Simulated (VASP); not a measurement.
# Ag (P6_3/mmc) in VASP: a series of runs

The runs below take Ag through single point, with PBEsol.

All numbers are computed with VASP 6.6.1; they aren't measurements. Logs are shortened: lines on timing, memory, paths and dates and some standing lists are left out, and cuts for length are marked.

### 1 The cell of the first run

Symmetry: P6_3/mmc, No. 194, hexagonal system. The conventional cell has a = 2.867 Å, b = 2.867 Å, c = 4.691 Å, α = 90.00°, β = 90.00°, γ = 120.00°. Within 3.8 Å of Ag (site symmetry -6m2) lie 12 Ag at 2.87 Å.

This isn't the form of Ag at room conditions, which is fcc.

### 2 Single point, PBEsol

Contents of INCAR:

```
PREC     = Accurate       # precision mode
ENCUT    = 520            # plane-wave cutoff, eV
EDIFF    = 1E-6           # SCF threshold, eV
ISMEAR   = 0              # smearing method
SIGMA    = 0.1            # smearing width, eV
LREAL    = F              # projectors in reciprocal space
LASPH    = T              # aspherical terms in the spheres
NELM     = 80             # most SCF steps
ALGO     = Fast           # electronic algorithm
ISIF     = 2              # what is computed and relaxed
LWAVE    = F              # write WAVECAR
LCHARG   = F              # write CHGCAR
GGA      = PS             # functional
NBANDS   = 18             # bands
```

Contents of KPOINTS:

```
Automatic mesh
0
Gamma
  24 24 12
```

Contents of POSCAR:

```
Ag
1.0
    2.8669917939      0.0000000000      0.0000000000
   -1.4334958970      2.4828877260      0.0000000000
    0.0000000000      0.0000000000      4.6908332209
Ag
2
Direct
    0.3333333333      0.6666666667      0.2500000000
    0.6666666667      0.3333333333      0.7500000000
```

Potentials or basis: VASP PAW PBE potentials, release 64 (Ag).

Started as:

```
> cat potpaw_PBE.64/Ag/POTCAR > POTCAR
> mpirun -np 1 vasp_std > vasp.out
```

OUTCAR:

```text
PREC = Accurate
   ENCUT = 520
   EDIFF = 1E-6
   ISMEAR = 0
   LREAL = F
   LASPH = T
   NELM = 80
   ISIF = 2
   GGA = PS

 ion  position               nearest neighbor table
   1  0.333  0.667  0.250-   2 2.87   2 2.87   2 2.87   2 2.87   2 2.87   2 2.87
   2  0.667  0.333  0.750-   1 2.87   1 2.87   1 2.87   1 2.87   1 2.87   1 2.87

  LATTYP: Found a hexagonal cell.
 ALAT       =     2.8669917939
 C/A-ratio  =     1.6361516035

  Lattice vectors:

 A1 = (   2.8669917939,   0.0000000000,   0.0000000000)
 A2 = (  -1.4334958970,   2.4828877260,   0.0000000000)
 A3 = (   0.0000000000,   0.0000000000,   4.6908332209)

Analysis of symmetry for initial positions (statically):
=====================================================================
 Subroutine PRICEL returns:
 Original cell was already a primitive cell.

 Routine SETGRP: Setting up the symmetry group for a
 hexagonal supercell.

 Subroutine GETGRP returns: Found 24 space group operations
 (whereof 12 operations were pure point group operations)
 out of a pool of 24 trial point group operations.

The static configuration has the point symmetry D_3d.
 The point group associated with its full space group is D_6h.

Analysis of symmetry for dynamics (positions and initial velocities):
=====================================================================
 Subroutine PRICEL returns:
 Original cell was already a primitive cell.

 Routine SETGRP: Setting up the symmetry group for a
 hexagonal supercell.

 Subroutine GETGRP returns: Found 24 space group operations
 (whereof 12 operations were pure point group operations)
 out of a pool of 24 trial point group operations.

The dynamic configuration has the point symmetry D_3d.
 The point group associated with its full space group is D_6h.

 Subroutine INISYM returns: Found 24 space group operations
 (whereof 12 operations are pure point group operations),
 and found     1 'primitive' translations

----------------------------------------------------------------------------------------

                                     Primitive cell

  volume of cell :      33.3913

  direct lattice vectors                    reciprocal lattice vectors
     2.866991794  0.000000000  0.000000000     0.348797650  0.201378417  0.000000000
[... 83 lines left out ...]
   LASPH  =      T    aspherical Exc in radial PAW
   ENCUT  =  520.0 eV  38.22 Ry    6.18 a.u.   5.33  5.33  8.72*2*pi/ulx,y,z
   NELM   =     80;   NELMIN=  2; NELMDL= -5     # of ELM steps
   EDIFF  = 0.1E-05   stopping-criterion for ELM
   LREAL  =      F    real-space projection
   EDIFFG = 0.1E-04   stopping-criterion for IOM
   NSW    =      0    number of steps for IOM
   IBRION =     -1    ionic relax: 0-MD 1-quasi-New 2-CG
   NFREE  =      0    steps in history (QN), initial steepest desc. (CG)
   ISIF   =      2    stress and relaxation
   ISYM   =      2    0-nonsym 1-usesym 2-fastsym
   POTIM  = 0.5000    time-step for ionic-motion
   TEBEG  =    0.0;   TEEND  =   0.0 temperature during run
   PSTRESS=    0.0 pullay stress
   NELECT =      22.0000    total number of electrons
   NUPDOWN=      -1.0000    fix difference up-down
   EMIN   =  10.00;   EMAX   =-10.00  energy-range for DOS
   EFERMI =   0.00;   METHOD = LEGACY
   ISMEAR =     0;   SIGMA  =   0.10  broadening in eV -4-tet -1-fermi 0-gaus
   EFERMI_NEDOS =   21; number of points for ismear=-14 and -15
   IALGO  =     68    algorithm
   IMIX   =      4    mixing-type and parameters
     AMIX     =   0.40;   BMIX     =  1.00
     AMIX_MAG =   1.60;   BMIX_MAG =  1.00
  volume/ion in A,a.u.               =      16.70       112.67
  Fermi-wavevector in a.u.,A,eV,Ry     =   1.424529  2.691969 27.610060  2.029282
  Thomas-Fermi vector in A             =   2.545010
   LORBIT       =      0    0 simple, 1 ext, 2 COOP (PROOUT), +10 PAW based schemes
   GGA     = PS    functional components
   LHFCALC =     F    Hartree Fock is set to
   AEXX    =    0.0000 exact exchange contribution
   IVDW    =     0    specifies the selected vdW correction
   LEPSILON=     F    determine dielectric tensor
   LRPA    =     F    only Hartree local field effects (RPA)
 non-spin polarized calculation
 RMM-DIIS sequential band-by-band and
 Gauss-broadening in eV      SIGMA  =   0.10
  energy-cutoff  :      520.00
  volume of cell :       33.39
 maximum number of plane-waves:       917
 NGX is ok and might be reduce to    24
   NGX = 11   NGY = 11   NGZ = 17

 number of electron      21.9999997 magnetization

 Free energy of the ion-electron system (eV)
  ---------------------------------------------------
  ext. energy  EPLUGINS =         0.00000000
  ---------------------------------------------------
  free energy    TOTEN  =        -6.60951517 eV

  energy without entropy =       -6.60665706  energy(sigma->0) =       -6.60808612

 E-fermi :   8.5514     XC(G=0): -12.5372

 val. band max:        8.5216862600   @ k =   0.2917   0.0417   0.3333
 cond. band min:       8.5679387830   @ k =   0.0833   0.0417   0.0833
 fundamental gap:      0.0462525230
 Fermi energy:         8.5513982263

 k-point     1 :       0.0000    0.0000    0.0000
  band No.  band energies     occupation
      1       0.5392      2.00000
      2       1.9965      2.00000
      3       3.6656      2.00000
      4       3.7702      2.00000
      5       3.7702      2.00000
      6       4.0194      2.00000
[... 481 lines left out ...]
      5       4.0029      2.00000
      6       4.2167      2.00000
[... 10 lines left out ...]
     17      19.1576      0.00000
     18      24.3193      0.00000

 [... further k-points ...]

------------------------ aborting loop because EDIFF is reached ----------------------------------------

  FORCE on cell =-STRESS in cart. coord.  units (eV):
  Direction    XX          YY          ZZ          XY          YZ          ZX
  --------------------------------------------------------------------------------------
  -------------------------------------------------------------------------------------
  Total       -0.1088354     -0.1088354     -0.0232255      0.0000000      0.0000000      0.0000000
  in kB       -5.2221253     -5.2221253     -1.1144008      0.0000000      0.0000000      0.0000000
  external PRESSURE =      -3.8528838 kB  Pullay stress =       0.0000000 kB

 VOLUME and BASIS-vectors are now :
 -----------------------------------------------------------------------------
  energy-cutoff  :      520.00
  volume of cell :       33.39
      direct lattice vectors                 reciprocal lattice vectors
     2.866991794  0.000000000  0.000000000     0.348797650  0.201378417  0.000000000
    -1.433495897  2.482887726  0.000000000     0.000000000  0.402756834  0.000000000
     0.000000000  0.000000000  4.690833221     0.000000000  0.000000000  0.213181743

 POSITION                                       TOTAL-FORCE (eV/Angst)
 -----------------------------------------------------------------------------------
     -0.00000      1.65526      1.17271        -0.000000     -0.000000      0.000000
      1.43350      0.82763      3.51812         0.000000      0.000000      0.000000
 -----------------------------------------------------------------------------------
    total drift:                               -0.000000      0.000000     -0.000000

  FREE ENERGIE OF THE ION-ELECTRON SYSTEM (eV)
  ---------------------------------------------------
  free  energy   TOTEN  =        -6.6095151713 eV

  energy  without entropy=       -6.6066570626  energy(sigma->0) =       -6.60808612
```

It took 7.5 min on 1 thread of AMD EPYC, shared host; peak memory 0.28 GiB.

What came out:

```
Free energy            : -6.6095 eV
Pressure               : -0.4 GPa
Band gap on the k mesh : zero (bands 11 and 12 overlap by 7.52 eV)
```

Stress tensor (GPa, compression positive):
```
-0.52  0.00  0.00
 0.00 -0.52  0.00
 0.00  0.00 -0.11
```

Caveat: the PAW data sets were made with another functional, which shifts forces and pressure a little.

### 3 Single point, PBEsol (strain along c alone, the other axes held: +1.0 %)

Contents of INCAR:

```
ALGO = Fast
EDIFF = 1E-7
ENCUT = 520
GGA = PS
ISIF = 2
ISMEAR = 0
LASPH = T
LCHARG = T
LELF = T
LREAL = F
LVHAR = T
LWAVE = F
NBANDS = 18
NELM = 80
PREC = Accurate
SIGMA = 0.1
```

Contents of KPOINTS:

```
k-points
0
Gamma
  24 24 12
```

Edit POSCAR of step 2 so:

```diff
@@ -4,3 +4,3 @@
    -1.4334958970      2.4828877260      0.0000000000
-    0.0000000000      0.0000000000      4.6908332209
+    0.0000000000      0.0000000000      4.7377415531
 Ag
```

Potentials or basis: VASP PAW PBE potentials, release 64 (Ag).

Started as:

```
> cat potpaw_PBE.64/Ag/POTCAR > POTCAR
> mpirun -np 1 vasp_std > vasp.out
```

Wall time 8.5 min (1 thread of AMD EPYC, shared host); peak memory 0.29 GiB.

The run converged. Its results:

| Property | Result |
| --- | --- |
| Free energy | -6.6077 eV |
| Pressure | -1.4 GPa |
| Band gap on the k mesh | zero (bands 11 and 12 overlap by 7.53 eV) |

Stress tensor (GPa, compression positive):
```
-1.19  0.00  0.00
 0.00 -1.19  0.00
 0.00  0.00 -1.89
```

Levels at points of the mesh, in eV from the Fermi level:
```tsv
k point	band 9	band 10	band 11	band 12	band 13	band 14
(0.00, 0.00, 0.00)	-4.10	-3.10	-3.10	-0.60	3.45	15.71
(0.50, 0.00, 0.00)	-2.92	-2.80	0.08	1.58	6.80	7.07
(0.00, 0.00, 0.50)	-3.42	-3.42	-3.42	-3.42	10.91	10.91
(0.50, 0.00, 0.50)	-2.85	-2.85	0.68	0.68	4.63	4.63
```

Caveat: the cell differs from its parent crystal (strain along c alone, the other axes held: +1.0 %); the PAW data sets were made with another functional, which shifts forces and pressure a little.

The gap in the log of VASP goes by the Fermi energy; the results here count the filled bands.